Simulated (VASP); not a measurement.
# MnHg (P4/mmm) in VASP: further runs

MnHg is run at these levels: LDA; tasks: single point.

Program: VASP 6.6.1. These are calculated values, not measurements. Logs are shortened: lines on timing, memory, paths and dates and some standing lists are left out, and cuts for length are marked.

**1. The cell of the first run**

The structure is tetragonal, space group P4/mmm (No. 123). The conventional cell has a = 3.259 Å, b = 3.259 Å, c = 3.283 Å, α = 90.00°, β = 90.00°, γ = 90.00°. Within 3.7 Å of Mn (site symmetry 4/mmm) lie 8 Hg at 2.83 Å and 6 Mn at 3.26 to 3.28 Å. Hg (site symmetry 4/mmm) has 8 Mn at 2.83 Å and 6 Hg at 3.26 to 3.28 Å within 3.7 Å.

**2. Single point, LDA, collinear spin, ferromagnetic start**

Contents of INCAR:

```
  PREC = Accurate
  ENCUT = 520
  EDIFF = 1E-7
  ISMEAR = 0
  SIGMA = 0.3
  LREAL = False
  LASPH = True
  NELM = 150
  ALGO = Normal
  ISIF = 2
  LWAVE = False
  LCHARG = False
  ISPIN = 2
  MAGMOM = 4 0
  LORBIT = 11
  LMAXMIX = 4
  GGA = CA
  NBANDS = 24
```

Contents of KPOINTS:

```
regular mesh
0
Gamma
  9 9 9
```

Contents of POSCAR:

```
MnHg
1.0
    3.2585096222      0.0000000000      0.0000000000
    0.0000000000      3.2585096222      0.0000000000
    0.0000000000      0.0000000000      3.2832853948
Mn Hg
1 1
Direct
    0.5000000000      0.5000000000      0.5000000000
    0.0000000000      0.0000000000      0.0000000000
```

Potentials or basis: VASP PAW LDA potentials, release 64 (Mn_pv, Hg).

The run is started by

```sh
cat potpaw_LDA.64/Mn_pv/POTCAR potpaw_LDA.64/Hg/POTCAR > POTCAR
mpirun -np 1 vasp_std > vasp.out
```

OUTCAR:

```text
PREC = Accurate
   ENCUT = 520
   EDIFF = 1E-7
   ISMEAR = 0
   LREAL = False
   LASPH = True
   NELM = 150
   ISIF = 2
   ISPIN = 2
   LORBIT = 11
   GGA = CA

 ion  position               nearest neighbor table
   1  0.500  0.500  0.500-   2 2.83   2 2.83   2 2.83   2 2.83   2 2.83   2 2.83   2 2.83   2 2.83

   2  0.000  0.000  0.000-   1 2.83   1 2.83   1 2.83   1 2.83   1 2.83   1 2.83   1 2.83   1 2.83

  LATTYP: Found a simple tetragonal cell.
 ALAT       =     3.2585096222
 C/A-ratio  =     1.0076034063

  Lattice vectors:

 A1 = (   3.2585096222,   0.0000000000,   0.0000000000)
 A2 = (   0.0000000000,   3.2585096222,   0.0000000000)
 A3 = (   0.0000000000,   0.0000000000,   3.2832853948)

Analysis of symmetry for initial positions (statically):
=====================================================================
 Subroutine PRICEL returns:
 Original cell was already a primitive cell.

 Routine SETGRP: Setting up the symmetry group for a
 simple tetragonal supercell.

 Subroutine GETGRP returns: Found 16 space group operations
 (whereof 16 operations were pure point group operations)
 out of a pool of 16 trial point group operations.

The static configuration has the point symmetry D_4h.

Analysis of symmetry for dynamics (positions and initial velocities):
=====================================================================
 Subroutine PRICEL returns:
 Original cell was already a primitive cell.

 Routine SETGRP: Setting up the symmetry group for a
 simple tetragonal supercell.

 Subroutine GETGRP returns: Found 16 space group operations
 (whereof 16 operations were pure point group operations)
 out of a pool of 16 trial point group operations.

The dynamic configuration has the point symmetry D_4h.

Analysis of structural, dynamic, and magnetic symmetry:
=====================================================================
 Subroutine PRICEL returns:
 Original cell was already a primitive cell.

 Routine SETGRP: Setting up the symmetry group for a
 simple tetragonal supercell.

 Subroutine GETGRP returns: Found 16 space group operations
 (whereof 16 operations were pure point group operations)
 out of a pool of 16 trial point group operations.

The overall configuration has the point symmetry D_4h.

 Subroutine INISYM returns: Found 16 space group operations
 (whereof 16 operations are pure point group operations),
 and found     1 'primitive' translations

----------------------------------------------------------------------------------------

                                     Primitive cell

  volume of cell :      34.8615

  direct lattice vectors                    reciprocal lattice vectors
     3.258509622  0.000000000  0.000000000     0.306888767  0.000000000  0.000000000
     0.000000000  3.258509622  0.000000000     0.000000000  0.306888767  0.000000000
     0.000000000  0.000000000  3.283285395     0.000000000  0.000000000  0.304572975

  length of vectors
     3.258509622  3.258509622  3.283285395     0.306888767  0.306888767  0.304572975

  position of ions in fractional coordinates (direct lattice)
     0.500000000  0.500000000  0.500000000
     0.000000000  0.000000000  0.000000000

  ion indices of the primitive-cell ions
   primitive index   ion index
                 1           1
                 2           2

----------------------------------------------------------------------------------------

 KPOINTS: regular mesh

Automatic generation of k-mesh.
 Grid dimensions read from file:
 generate k-points for:    9    9    9

 Generating k-lattice:

  Cartesian coordinates                     Fractional coordinates (reciprocal lattice)
     0.034098752  0.000000000  0.000000000     0.111111111  0.000000000  0.000000000
     0.000000000  0.034098752  0.000000000     0.000000000  0.111111111  0.000000000
     0.000000000  0.000000000  0.033841442     0.000000000  0.000000000  0.111111111

  Length of vectors
     0.034098752  0.034098752  0.033841442

  Shift w.r.t. Gamma in fractional coordinates (k-lattice)
     0.000000000  0.000000000  0.000000000

 Subroutine IBZKPT returns following result:
 ===========================================

 Found     75 irreducible k-points:

 Following reciprocal coordinates:
            Coordinates               Weight
  0.000000  0.000000  0.000000      1.000000
  0.111111  0.000000  0.000000      4.000000
  0.222222  0.000000  0.000000      4.000000
  0.333333  0.000000  0.000000      4.000000
  0.444444  0.000000  0.000000      4.000000
  0.111111  0.111111  0.000000      4.000000
[... 16 lines left out ...]
  0.333333  0.111111  0.111111     16.000000
  0.444444  0.111111  0.111111     16.000000
 [... further k-points ...]
   k-points           NKPTS =     75   k-points in BZ     NKDIM =     75   number of bands    NBANDS=     24
   number of dos      NEDOS =    301   number of ions     NIONS =      2
   total plane-waves  NPLWV =  13824
   dimension x,y,z NGX =    24 NGY =   24 NGZ =   24
   dimension x,y,z NGXF=    48 NGYF=   48 NGZF=   48
   ions per type =               1   1
   NGX,Y,Z   is equivalent  to a cutoff of  12.24, 12.24, 12.15 a.u.
   NGXF,Y,Z  is equivalent  to a cutoff of  24.49, 24.49, 24.30 a.u.
 SYSTEM =  unknown system
   PREC   = accura    normal or accurate (medium, high low for compatibility)
   ISTART =      0    job   : 0-new  1-cont  2-samecut
   ICHARG =      2    charge: 1-file 2-atom 10-const
   ISPIN  =      2    spin polarized calculation?
   LNONCOLLINEAR =      F non collinear calculations
   LSORBIT =      F    spin-orbit coupling
   LASPH  =      T    aspherical Exc in radial PAW
   ENCUT  =  520.0 eV  38.22 Ry    6.18 a.u.   6.06  6.06  6.10*2*pi/ulx,y,z
   NELM   =    150;   NELMIN=  2; NELMDL= -5     # of ELM steps
   EDIFF  = 0.1E-06   stopping-criterion for ELM
   LREAL  =      F    real-space projection
   EDIFFG = 0.1E-05   stopping-criterion for IOM
   NSW    =      0    number of steps for IOM
   IBRION =     -1    ionic relax: 0-MD 1-quasi-New 2-CG
   NFREE  =      0    steps in history (QN), initial steepest desc. (CG)
   ISIF   =      2    stress and relaxation
   ISYM   =      2    0-nonsym 1-usesym 2-fastsym
   POTIM  = 0.5000    time-step for ionic-motion
   TEBEG  =    0.0;   TEEND  =   0.0 temperature during run
   PSTRESS=    0.0 pullay stress
   NELECT =      25.0000    total number of electrons
   NUPDOWN=      -1.0000    fix difference up-down
   EMIN   =  10.00;   EMAX   =-10.00  energy-range for DOS
   EFERMI =   0.00;   METHOD = LEGACY
   ISMEAR =     0;   SIGMA  =   0.30  broadening in eV -4-tet -1-fermi 0-gaus
   EFERMI_NEDOS =   21; number of points for ismear=-14 and -15
   IALGO  =     38    algorithm
   IMIX   =      4    mixing-type and parameters
     AMIX     =   0.40;   BMIX     =  1.00
     AMIX_MAG =   1.60;   BMIX_MAG =  1.00
  volume/ion in A,a.u.               =      17.43       117.63
  Fermi-wavevector in a.u.,A,eV,Ry     =   1.465343  2.769097 29.214838  2.147230
  Thomas-Fermi vector in A             =   2.581211
   LORBIT       =     11    0 simple, 1 ext, 2 COOP (PROOUT), +10 PAW based schemes
   GGA     = CA    functional components
   LHFCALC =     F    Hartree Fock is set to
   AEXX    =    0.0000 exact exchange contribution
   IVDW    =     0    specifies the selected vdW correction
   LEPSILON=     F    determine dielectric tensor
   LRPA    =     F    only Hartree local field effects (RPA)
 spin polarized calculation
 Gauss-broadening in eV      SIGMA  =   0.30
  energy-cutoff  :      520.00
  volume of cell :       34.86
 maximum number of plane-waves:       952
   NGX = 13   NGY = 13   NGZ = 13

 number of electron      25.0000008 magnetization       3.5922427

 Free energy of the ion-electron system (eV)
  ---------------------------------------------------
  ext. energy  EPLUGINS =         0.00000000
  ---------------------------------------------------
  free energy    TOTEN  =       -10.01122840 eV

  energy without entropy =       -9.92676005  energy(sigma->0) =       -9.96899423

 E-fermi :   5.5313     XC(G=0): -12.2333

 val. band max:        5.5242073414   @ k =   0.1111   0.1111   0.3333
 cond. band min:       5.5331220306   @ k =   0.3333   0.1111   0.1111
 fundamental gap:      0.0089146893
 Fermi energy:         5.5312513771

 spin component 1

 k-point     1 :       0.0000    0.0000    0.0000
  band No.  band energies     occupation
      1     -43.6242      1.00000
      2     -43.6173      1.00000
      3     -43.6173      1.00000
      4      -4.2829      1.00000
      5      -2.8086      1.00000
      6      -2.7958      1.00000
[... 16 lines left out ...]
     23      23.0213      0.00000
     24      27.1897      0.00000
[... 598 lines left out ...]
      2     -43.6249      1.00000
      3     -43.6182      1.00000
      4      -2.4912      1.00000
      5      -2.3626      1.00000
      6      -2.1612      1.00000
[... 16 lines left out ...]
     23      21.5060      0.00000
     24      25.3119      0.00000

 [... further k-points ...]

 spin component 2

 k-point     1 :       0.0000    0.0000    0.0000
  band No.  band energies     occupation
      1     -40.2152      1.00000
      2     -40.2106      1.00000
      3     -40.2106      1.00000
      4      -4.0142      1.00000
      5      -2.7618      1.00000
      6      -2.7467      1.00000
[... 16 lines left out ...]
     23      23.2186      0.00000
     24      27.8697      0.00000
[... 598 lines left out ...]
      2     -40.2160      1.00000
      3     -40.2117      1.00000
      4      -2.4177      1.00000
      5      -2.3678      1.00000
      6      -2.0802      1.00000
[... 16 lines left out ...]
     23      21.8549      0.00000
     24      25.7738      0.00000

 [... further k-points ...]

------------------------ aborting loop because EDIFF is reached ----------------------------------------

  FORCE on cell =-STRESS in cart. coord.  units (eV):
  Direction    XX          YY          ZZ          XY          YZ          ZX
  --------------------------------------------------------------------------------------
  -------------------------------------------------------------------------------------
  Total       -1.5478039     -1.5478039     -1.5413960      0.0000000      0.0000000     -0.0000000
  in kB      -71.1344338    -71.1344338    -70.8399339      0.0000000      0.0000000     -0.0000000
  external PRESSURE =     -71.0362672 kB  Pullay stress =       0.0000000 kB

 VOLUME and BASIS-vectors are now :
 -----------------------------------------------------------------------------
  energy-cutoff  :      520.00
  volume of cell :       34.86
      direct lattice vectors                 reciprocal lattice vectors
     3.258509622  0.000000000  0.000000000     0.306888767  0.000000000  0.000000000
     0.000000000  3.258509622  0.000000000     0.000000000  0.306888767  0.000000000
     0.000000000  0.000000000  3.283285395     0.000000000  0.000000000  0.304572975

 POSITION                                       TOTAL-FORCE (eV/Angst)
 -----------------------------------------------------------------------------------
      1.62925      1.62925      1.64164         0.000000      0.000000      0.000000
      0.00000      0.00000      0.00000         0.000000      0.000000      0.000000
 -----------------------------------------------------------------------------------
    total drift:                                0.000000      0.000000     -0.000000

  FREE ENERGIE OF THE ION-ELECTRON SYSTEM (eV)
  ---------------------------------------------------
  free  energy   TOTEN  =       -10.0112284036 eV

  energy  without entropy=       -9.9267600464  energy(sigma->0) =       -9.96899423

 total charge

# of ion       s       p       d       tot
------------------------------------------
    1        0.254   6.181   5.043  11.478
    2        0.818   0.541   9.258  10.617
--------------------------------------------------
tot          1.073   6.721  14.301  22.095

 magnetization (x)

# of ion       s       p       d       tot
------------------------------------------
    1        0.016   0.008   3.471   3.495
    2       -0.043  -0.045   0.044  -0.044
--------------------------------------------------
tot         -0.027  -0.038   3.516   3.451
```

Wall time 2 min (1 thread of Intel Xeon Platinum 8259CL at 2.50GHz (Skylake/Cascade Lake), shared host); peak memory 0.21 GiB.

What came out:

- Free energy: -10.0112 eV
- Pressure: -7.1 GPa
- Net moment: 3.59 μB per cell
- Site moments: Mn +3.50; Hg -0.04 μB
- Valence electrons inside the program's atomic spheres: Mn 11.48; Hg 10.62

Levels at points of the mesh, in eV from the Fermi level:
Spin up:
```csv
k point,band 12,band 13,band 14,band 15,band 16,band 17
"(0.00, 0.00, 0.00)",-1.50,-1.50,-1.49,5.02,5.24,5.24
```
Spin down:
| k point | band 8 | band 9 | band 10 | band 11 | band 12 | band 13 | band 14 | band 15 |
| --- | --- | --- | --- | --- | --- | --- | --- | --- |
| (0.00, 0.00, 0.00) | -7.01 | -6.99 | 0.17 | 0.19 | 1.45 | 1.45 | 1.47 | 5.42 |

Caveat: the cell stands under tension; so wide a smearing shifts energies and pressures; spin-orbit coupling is left out, which moves the levels of the heavy elements.

**3. Single point, LDA, collinear spin, ferromagnetic start**

This run uses another cell than the first one, of 17.91 Å³/atom.

Contents of INCAR:

```
SYSTEM = MnHg
PREC     = Accurate       ! precision mode
ENCUT    = 520            ! plane-wave cutoff, eV
EDIFF    = 1E-7           ! SCF threshold, eV
ISMEAR   = 0              ! smearing method
SIGMA    = 0.3            ! smearing width, eV
LREAL    = .FALSE.        ! projectors in reciprocal space
LASPH    = .TRUE.         ! aspherical terms in the spheres
NELM     = 150            ! most SCF steps
ALGO     = Normal         ! electronic algorithm
ISIF     = 2              ! what is computed and relaxed
LWAVE    = .FALSE.        ! write WAVECAR
LCHARG   = .FALSE.        ! write CHGCAR
ISPIN    = 2              ! spin polarisation
MAGMOM   = 4 0            ! initial moments
LORBIT   = 11             ! projections on sites
LMAXMIX  = 4              ! l up to which the mixer works
GGA      = CA             ! functional
NBANDS   = 24             ! bands
```

Contents of KPOINTS:

```
regular mesh
0
G
  9 9 9
  0 0 0
```

Contents of POSCAR:

```
MnHg
1.0
    3.2880000000      0.0000000000      0.0000000000
    0.0000000000      3.2880000000      0.0000000000
    0.0000000000      0.0000000000      3.3130000000
Mn Hg
1 1
Direct
    0.5000000000      0.5000000000      0.5000000000
    0.0000000000      0.0000000000      0.0000000000
```

Potentials or basis: VASP PAW LDA potentials, release 64 (Mn_pv, Hg).

The run is started by

```sh
cat potpaw_LDA.64/Mn_pv/POTCAR potpaw_LDA.64/Hg/POTCAR > POTCAR
mpirun -np 1 vasp_std > vasp.out
```

Wall time 2.4 min (1 thread of Intel Xeon Platinum 8259CL at 2.50GHz (Skylake/Cascade Lake), shared host); peak memory 0.21 GiB.

Results (log left out):

```
Free energy                                           : -9.9639 eV
Pressure                                              : -8.9 GPa
Net moment                                            : 3.66 μB per cell
Site moments                                          : Mn +3.56; Hg -0.04 μB
Valence electrons inside the program's atomic spheres : Mn 11.45; Hg 10.59
```

Levels at points of the mesh, in eV from the Fermi level:
Spin up:
```
           k point  band 11  band 12  band 13  band 14  band 15  band 16  band 17  band 18
(0.00, 0.00, 0.00)    -2.42    -1.58    -1.58    -1.57     4.91     5.13     5.13     9.02
```
Spin down:
```tsv
k point	band 7	band 8	band 9	band 10	band 11	band 12	band 13	band 14	band 15	band 16
(0.00, 0.00, 0.00)	-6.97	-6.97	-6.95	0.19	0.20	1.43	1.43	1.44	5.31	5.53
```

Caveat: the cell stands under tension; so wide a smearing shifts energies and pressures; spin-orbit coupling is left out, which moves the levels of the heavy elements.

[end of part 1 of 2]
